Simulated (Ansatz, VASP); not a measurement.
# TaTl in VASP and in Ansatz

The input INCAR:

```
PREC     = Accurate       # precision mode
ENCUT    = 520            # plane-wave cutoff, eV
EDIFF    = 1E-6           # SCF threshold, eV
ISMEAR   = 0              # smearing method
SIGMA    = 0.1            # smearing width, eV
LREAL    = False          # projectors in reciprocal space
LASPH    = True           # aspherical terms in the spheres
NELM     = 60             # most SCF steps
ALGO     = Fast           # electronic algorithm
ISIF     = 2              # what is computed and relaxed
LWAVE    = False          # write WAVECAR
LCHARG   = True           # write CHGCAR
GGA      = PE             # functional
LELF     = True           # ELF
LVHAR    = True         
NBANDS   = 45             # bands
```

The input KPOINTS:

```
Automatic mesh
0
Gamma
  6 6 4
```

The input POSCAR:

```
TaTl
1.0
    5.7239133076      0.0000000000      0.0000000000
   -2.8619566538      4.9570543334      0.0000000000
    0.0000000000      0.0000000000      4.6181573277
Ta Tl
3 3
Direct
    0.5000000000      0.0000000000      0.0000000000
    0.5000000000      0.5000000000      0.0000000000
    0.0000000000      0.5000000000      0.0000000000
    0.0000000000      0.0000000000      0.0000000000
    0.3333333333      0.6666666667      0.5000000000
    0.6666666667      0.3333333333      0.5000000000
```

Input for Ansatz:

```yaml
crystal:
  lattice:
    - [5.7239133076, 0.0, 0.0]
    - [-2.8619566538, 4.9570543334, 0.0]
    - [0.0, 0.0, 4.6181573277]
  atoms:
    - { symbol: Ta, position: [0.5, 0.0, 0.0] }
    - { symbol: Ta, position: [0.5, 0.5, 0.0] }
    - { symbol: Ta, position: [0.0, 0.5, 0.0] }
    - { symbol: Tl, position: [0.0, 0.0, 0.0] }
    - { symbol: Tl, position: [0.3333333333, 0.6666666667, 0.5] }
    - { symbol: Tl, position: [0.6666666667, 0.3333333333, 0.5] }
basis:
  ecutwfc: 420
kpoints:
  mp_grid: { grid: [6, 6, 4] }
hamiltonian:
  xc: pbe
scf:
  occupations: { method: gaussian, width: 0.1 }
  lower_state_search: "off"
output:
  forces: true
  stress: true
  eigenvalues: true
```

Alike in both runs: task single point; functional PBE; k mesh 6 × 6 × 4; occupations gaussian, width 0.1 eV; no spin polarisation.

|  | VASP | Ansatz |
| --- | --- | --- |
| version | VASP 6.6.1 | Ansatz 0.2.0 |
| potentials or method | VASP PAW PBE potentials, release 64 (Ta_pv, Tl_d), cutoff 520 eV | scalar-relativistic, plane waves, PAW |
| valence electrons in the cell | 72 | 78 |

|  | VASP | Ansatz | Ansatz less VASP |
| --- | --- | --- | --- |
| gap on the k mesh at the Fermi level (eV) | none | none | - |
| pressure (GPa) | 14.2 | 14.2 | +0.02 |
| traceless stress, the component that is largest in VASP (GPa) | 7.96 | 7.97 | +0.014 |

A gap of «none» marks a metal or a gap that the smearing closes. VASP's potentials hold 72 valence electrons a cell and Ansatz's 78, so a difference there can come from the potentials and not from the codes.

Spin-orbit coupling is off throughout.
